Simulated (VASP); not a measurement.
# Ca2Sb3 (R-3c) in VASP: single point with PBE

Aim: the single point of Ca2Sb3 with PBE.

Everything below comes from runs of VASP 6.6.1. Logs are shortened: lines on timing, memory, paths and dates and some standing lists are left out, and cuts for length are marked.

## (1) The cell of the first run

Symmetry: R-3c, No. 167, trigonal system. Conventional cell: a = 6.486 Å, b = 6.486 Å, c = 28.944 Å, α = 90.00°, β = 90.00°, γ = 120.00°. Ca (site symmetry 3) has 6 Sb at 3.19 to 3.23 Å and 3 Ca at 3.79 Å within 4.2 Å. Within 4.2 Å of Sb (site symmetry 2) lie 6 Sb at 3.07 to 4.12 Å and 4 Ca at 3.19 to 3.23 Å.

## (2) Single point, PBE

Contents of INCAR:

```
ALGO = Normal
EDIFF = 1E-6
ENCUT = 520
GGA = PE
ISIF = 2
ISMEAR = 0
LASPH = T
LCHARG = F
LREAL = F
LWAVE = F
NBANDS = 46
NELM = 80
PREC = Accurate
SIGMA = 0.1
```

Contents of KPOINTS:

```
k-points
0
Gamma
  6 6 6
```

Contents of POSCAR:

```
Ca2Sb3
1.0
    3.2429833720      1.8723373228      9.6481175884
   -3.2429833720      1.8723373228      9.6481175884
    0.0000000000     -3.7446746455      9.6481175884
Ca Sb
4 6
Direct
    0.3433773476      0.3433773476      0.3433773476
    0.1566226524      0.1566226524      0.1566226524
    0.6566226524      0.6566226524      0.6566226524
    0.8433773476      0.8433773476      0.8433773476
    0.5233346248      0.9766653752      0.2500000000
    0.2500000000      0.5233346248      0.9766653752
    0.9766653752      0.2500000000      0.5233346248
    0.4766653752      0.0233346248      0.7500000000
    0.7500000000      0.4766653752      0.0233346248
    0.0233346248      0.7500000000      0.4766653752
```

Potentials or basis: VASP PAW PBE potentials, release 64 (Ca_sv, Sb).

Command:

```
$ cat potpaw_PBE.64/Ca_sv/POTCAR potpaw_PBE.64/Sb/POTCAR > POTCAR
$ mpirun -np 1 vasp_std > vasp.out
```

OUTCAR:

```text
EDIFF = 1E-6
   ENCUT = 520
   GGA = PE
   ISIF = 2
   ISMEAR = 0
   LASPH = T
   LREAL = F
   NELM = 80
   PREC = Accurate

 ion  position               nearest neighbor table
   1  0.343  0.343  0.343-   8 3.19   9 3.19  10 3.19   6 3.23   7 3.23   5 3.23
   2  0.157  0.157  0.157-   8 3.19  10 3.19   9 3.19   7 3.23   6 3.23   5 3.23
   3  0.657  0.657  0.657-   5 3.19   6 3.19   7 3.19   9 3.23  10 3.23   8 3.23
   4  0.843  0.843  0.843-   5 3.19   7 3.19   6 3.19  10 3.23   9 3.23   8 3.23
   5  0.523  0.977  0.250-   6 3.07   7 3.07   4 3.19   3 3.19   2 3.23   1 3.23
   6  0.250  0.523  0.977-   7 3.07   5 3.07   3 3.19   4 3.19   1 3.23   2 3.23
   7  0.977  0.250  0.523-   6 3.07   5 3.07   4 3.19   3 3.19   2 3.23   1 3.23
   8  0.477  0.023  0.750-  10 3.07   9 3.07   2 3.19   1 3.19   4 3.23   3 3.23
   9  0.750  0.477  0.023-  10 3.07   8 3.07   1 3.19   2 3.19   3 3.23   4 3.23
  10  0.023  0.750  0.477-   9 3.07   8 3.07   2 3.19   1 3.19   4 3.23   3 3.23

  LATTYP: Found a trigonal (rhomboedric) cell.
 ALAT       =    10.3493362686
 COS(alpha) =     0.8036212718

  Lattice vectors:

 A1 = (   3.2429833720,   1.8723373228,   9.6481175884)
 A2 = (  -3.2429833720,   1.8723373228,   9.6481175884)
 A3 = (   0.0000000000,  -3.7446746455,   9.6481175884)

Analysis of symmetry for initial positions (statically):
=====================================================================
 Subroutine PRICEL returns:
 Original cell was already a primitive cell.

 Routine SETGRP: Setting up the symmetry group for a
 trigonal (rhombohedral) supercell.

 Subroutine GETGRP returns: Found 12 space group operations
 (whereof  6 operations were pure point group operations)
 out of a pool of 12 trial point group operations.

The static configuration has the point symmetry S_6 .
 The point group associated with its full space group is D_3d.

Analysis of symmetry for dynamics (positions and initial velocities):
=====================================================================
 Subroutine PRICEL returns:
 Original cell was already a primitive cell.

 Routine SETGRP: Setting up the symmetry group for a
 trigonal (rhombohedral) supercell.

 Subroutine GETGRP returns: Found 12 space group operations
 (whereof  6 operations were pure point group operations)
 out of a pool of 12 trial point group operations.

The dynamic configuration has the point symmetry S_6 .
 The point group associated with its full space group is D_3d.

 Subroutine INISYM returns: Found 12 space group operations
 (whereof  6 operations are pure point group operations),
 and found     1 'primitive' translations

----------------------------------------------------------------------------------------

                                     Primitive cell

  volume of cell :     351.4978

  direct lattice vectors                    reciprocal lattice vectors
     3.242983372  1.872337323  9.648117588     0.154179021  0.089015299  0.034549054
    -3.242983372  1.872337323  9.648117588    -0.154179021  0.089015299  0.034549054
     0.000000000 -3.744674645  9.648117588     0.000000000 -0.178030598  0.034549054

  length of vectors
    10.349336269 10.349336269 10.349336269     0.181351953  0.181351953  0.181351953

  position of ions in fractional coordinates (direct lattice)
     0.343377348  0.343377348  0.343377348
     0.156622652  0.156622652  0.156622652
     0.656622652  0.656622652  0.656622652
     0.843377348  0.843377348  0.843377348
     0.523334625  0.976665375  0.250000000
     0.250000000  0.523334625  0.976665375
     0.976665375  0.250000000  0.523334625
     0.476665375  0.023334625  0.750000000
     0.750000000  0.476665375  0.023334625
     0.023334625  0.750000000  0.476665375

  ion indices of the primitive-cell ions
   primitive index   ion index
                 1           1
                 2           2
                 3           3
                 4           4
                 5           5
                 6           6
                 7           7
                 8           8
                 9           9
                10          10

----------------------------------------------------------------------------------------

 KPOINTS: k-points

Automatic generation of k-mesh.
 Grid dimensions read from file:
 generate k-points for:    6    6    6

 Generating k-lattice:

  Cartesian coordinates                     Fractional coordinates (reciprocal lattice)
     0.025696503  0.014835883  0.005758176     0.166666667 -0.000000000 -0.000000000
    -0.025696503  0.014835883  0.005758176    -0.000000000  0.166666667 -0.000000000
     0.000000000 -0.029671766  0.005758176     0.000000000  0.000000000  0.166666667

  Length of vectors
     0.030225326  0.030225326  0.030225326

  Shift w.r.t. Gamma in fractional coordinates (k-lattice)
     0.000000000  0.000000000  0.000000000

 Subroutine IBZKPT returns following result:
 ===========================================

 Found     32 irreducible k-points:

 Following reciprocal coordinates:
            Coordinates               Weight
  0.000000  0.000000  0.000000      1.000000
  0.166667  0.000000  0.000000      6.000000
  0.333333  0.000000  0.000000      6.000000
  0.500000  0.000000  0.000000      3.000000
  0.166667  0.166667 -0.000000      6.000000
  0.333333  0.166667  0.000000     12.000000
[... 16 lines left out ...]
  0.500000  0.500000  0.166667      6.000000
 -0.333333  0.500000  0.166667     12.000000
 [... further k-points ...]
   k-points           NKPTS =     32   k-points in BZ     NKDIM =     32   number of bands    NBANDS=     46
   number of dos      NEDOS =    301   number of ions     NIONS =     10
   total plane-waves  NPLWV = 512000
   dimension x,y,z NGX =    80 NGY =   80 NGZ =   80
   dimension x,y,z NGXF=   160 NGYF=  160 NGZF=  160
   ions per type =               4   6
   NGX,Y,Z   is equivalent  to a cutoff of  12.85, 12.85, 12.85 a.u.
   NGXF,Y,Z  is equivalent  to a cutoff of  25.70, 25.70, 25.70 a.u.
 SYSTEM =  unknown system
   PREC   = accura    normal or accurate (medium, high low for compatibility)
   ISTART =      0    job   : 0-new  1-cont  2-samecut
   ICHARG =      2    charge: 1-file 2-atom 10-const
   ISPIN  =      1    spin polarized calculation?
   LNONCOLLINEAR =      F non collinear calculations
   LSORBIT =      F    spin-orbit coupling
   LASPH  =      T    aspherical Exc in radial PAW
   ENCUT  =  520.0 eV  38.22 Ry    6.18 a.u.  19.24 19.24 19.24*2*pi/ulx,y,z
   NELM   =     80;   NELMIN=  2; NELMDL= -5     # of ELM steps
   EDIFF  = 0.1E-05   stopping-criterion for ELM
   LREAL  =      F    real-space projection
   EDIFFG = 0.1E-04   stopping-criterion for IOM
   NSW    =      0    number of steps for IOM
   IBRION =     -1    ionic relax: 0-MD 1-quasi-New 2-CG
   NFREE  =      0    steps in history (QN), initial steepest desc. (CG)
   ISIF   =      2    stress and relaxation
   ISYM   =      2    0-nonsym 1-usesym 2-fastsym
   POTIM  = 0.5000    time-step for ionic-motion
   TEBEG  =    0.0;   TEEND  =   0.0 temperature during run
   PSTRESS=    0.0 pullay stress
   NELECT =      70.0000    total number of electrons
   NUPDOWN=      -1.0000    fix difference up-down
   EMIN   =  10.00;   EMAX   =-10.00  energy-range for DOS
   EFERMI =   0.00;   METHOD = LEGACY
   ISMEAR =     0;   SIGMA  =   0.10  broadening in eV -4-tet -1-fermi 0-gaus
   EFERMI_NEDOS =   21; number of points for ismear=-14 and -15
   IALGO  =     38    algorithm
   IMIX   =      4    mixing-type and parameters
     AMIX     =   0.40;   BMIX     =  1.00
     AMIX_MAG =   1.60;   BMIX_MAG =  1.00
  volume/ion in A,a.u.               =      35.15       237.20
  Fermi-wavevector in a.u.,A,eV,Ry     =   0.956019  1.806614 12.435354  0.913973
  Thomas-Fermi vector in A             =   2.084909
   LORBIT       =      0    0 simple, 1 ext, 2 COOP (PROOUT), +10 PAW based schemes
   GGA     = PE    functional components
   LHFCALC =     F    Hartree Fock is set to
   AEXX    =    0.0000 exact exchange contribution
   IVDW    =     0    specifies the selected vdW correction
   LEPSILON=     F    determine dielectric tensor
   LRPA    =     F    only Hartree local field effects (RPA)
 non-spin polarized calculation
 Gauss-broadening in eV      SIGMA  =   0.10
  energy-cutoff  :      520.00
  volume of cell :      351.50
 maximum number of plane-waves:      9481
 NGX is ok and might be reduce to    80
   NGX = 39   NGY = 39   NGZ = 39

 number of electron      70.0000001 magnetization

 Free energy of the ion-electron system (eV)
  ---------------------------------------------------
  ext. energy  EPLUGINS =         0.00000000
  ---------------------------------------------------
  free energy    TOTEN  =       -37.49468765 eV

  energy without entropy =      -37.44687680  energy(sigma->0) =      -37.47078223

 E-fermi :   4.4259     XC(G=0):  -8.4387

 val. band max:        4.4232630140   @ k =   0.5000   0.3333   0.0000
 cond. band min:       4.4288950549   @ k =  -0.3333   0.1667   0.0000
 fundamental gap:      0.0056320410
 Fermi energy:         4.4258989741

 k-point     1 :       0.0000    0.0000    0.0000
  band No.  band energies     occupation
      1     -37.2898      2.00000
      2     -37.2897      2.00000
      3     -37.2788      2.00000
      4     -37.2787      2.00000
      5     -18.3742      2.00000
      6     -18.3742      2.00000
[... 38 lines left out ...]
     45       7.0785      0.00000
     46       7.0801      0.00000

 k-point     2 :       0.1667    0.0000    0.0000
  band No.  band energies     occupation
      1     -37.2892      2.00000
      2     -37.2891      2.00000
      3     -37.2795      2.00000
      4     -37.2794      2.00000
      5     -18.3756      2.00000
      6     -18.3752      2.00000
[... 38 lines left out ...]
     45       6.5617      0.00000
     46       6.7496      0.00000

 k-point     3 :       0.3333    0.0000    0.0000
  band No.  band energies     occupation
      1     -37.2875      2.00000
      2     -37.2874      2.00000
      3     -37.2811      2.00000
      4     -37.2810      2.00000
      5     -18.3783      2.00000
      6     -18.3780      2.00000
[... 1018 lines left out ...]
     45       6.4255      0.00000
     46       6.4789      0.00000

 k-point    24 :      -0.3333    0.5000    0.1667
  band No.  band energies     occupation
      1     -37.2861      2.00000
      2     -37.2861      2.00000
      3     -37.2824      2.00000
      4     -37.2824      2.00000
      5     -18.3812      2.00000
      6     -18.3802      2.00000
[... 38 lines left out ...]
     45       6.3608      0.00000
     46       6.4130      0.00000

 [... further k-points ...]
[... 5 lines left out ...]
  --------------------------------------------------------------------------------------
  -------------------------------------------------------------------------------------
  Total        0.1120104      0.1120104      0.2418691      0.0000000      0.0000000     -0.0000000
  in kB        0.5105592      0.5105592      1.1024737      0.0000000      0.0000000     -0.0000000
  external PRESSURE =       0.7078640 kB  Pullay stress =       0.0000000 kB

 VOLUME and BASIS-vectors are now :
 -----------------------------------------------------------------------------
  energy-cutoff  :      520.00
  volume of cell :      351.50
      direct lattice vectors                 reciprocal lattice vectors
     3.242983372  1.872337323  9.648117588     0.154179021  0.089015299  0.034549054
    -3.242983372  1.872337323  9.648117588    -0.154179021  0.089015299  0.034549054
     0.000000000 -3.744674645  9.648117588     0.000000000 -0.178030598  0.034549054

 POSITION                                       TOTAL-FORCE (eV/Angst)
 -----------------------------------------------------------------------------------
      0.00000      0.00000      9.93884         0.000000      0.000000      0.005065
      0.00000      0.00000      4.53334         0.000000     -0.000000     -0.005065
      0.00000      0.00000     19.00552         0.000000     -0.000000     -0.005065
      0.00000      0.00000     24.41101         0.000000      0.000000      0.005065
     -1.47014      1.87234     16.88421         0.011296      0.000000     -0.000000
     -0.88642     -2.20935     16.88421        -0.005648      0.009783     -0.000000
      2.35656      0.33701     16.88421        -0.005648     -0.009783     -0.000000
      1.47014     -1.87234     12.06015        -0.011296      0.000000     -0.000000
      0.88642      2.20935     12.06015         0.005648     -0.009783     -0.000000
     -2.35656     -0.33701     12.06015         0.005648      0.009783     -0.000000
 -----------------------------------------------------------------------------------
    total drift:                               -0.000000      0.000000      0.000000

  FREE ENERGIE OF THE ION-ELECTRON SYSTEM (eV)
  ---------------------------------------------------
  free  energy   TOTEN  =       -37.4946876545 eV

  energy  without entropy=      -37.4468767988  energy(sigma->0) =      -37.47078223
```

It took 50 min on 1 thread of Intel Xeon 8259CL, shared host; peak memory 1.2 GiB.

Results:

```yaml
Free_energy: -37.4947 eV
Pressure: 0.1 GPa
Largest_force: 0.011 eV/Å
Band_gap_on_the_k_mesh: zero (bands 35 and 36 overlap by 1.80 eV)
```

Forces in eV/Å, atoms in the order of the input:
```
Ca   0.000  0.000  0.005
Ca   0.000  0.000 -0.005
Ca   0.000  0.000 -0.005
Ca   0.000  0.000  0.005
Sb   0.011  0.000  0.000
Sb  -0.006  0.010  0.000
Sb  -0.006 -0.010  0.000
Sb  -0.011  0.000  0.000
Sb   0.006 -0.010  0.000
Sb   0.006  0.010  0.000
```

Caveat: spin-orbit coupling is left out, which moves the levels of the heavy elements.
